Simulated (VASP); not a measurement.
ZrNi:

```xyz
4
Lattice="1.6340 -4.9685 0.0000 1.6340 4.9685 0.0000 0.0000 0.0000 4.1010" Properties=species:S:1:pos:R:3 pbc="T T T"
Zr    1.6340   -1.3822    1.0252
Zr    1.6340    1.3822    3.0758
Ni    1.6340   -4.1566    1.0252
Ni    1.6340    4.1566    3.0758
```

Base run:

| Property | Result |
| --- | --- |
| Program | VASP 6.6.1 |
| Functional | LDA |
| Potentials or basis | VASP PAW LDA potentials, release 64 (Zr_sv, Ni) |
| Cutoff | 520 eV |
| k mesh | 8 × 8 × 6 |
| Occupations | fermi-dirac, width 0.08 eV |
| Spin | collinear spin, ferromagnetic start |
| Starting moments | [0.0, 0.0, 1.2, 1.2] μB |
| Fixed moment | 2.4 μB |

Its results: pressure -6.8 GPa; site moments Zr +0.44; Ni +0.40 μB; largest force 0.356 eV/Å.

Q: The run is repeated on the same cell with these changes: fixed moment from 2.4 μB to 1.6 μB; moments at the start from [0.0, 0.0, 1.2, 1.2] to [0.0, 0.0, 0.8, 0.8]. What comes out?

A: Pressure -7.8 GPa; site moments Zr +0.30; Ni +0.26 μB; largest force 0.243 eV/Å.

Caveats: the cell stands under tension; the total moment is fixed, so each spin has its own Fermi level and the state may be an excited one.
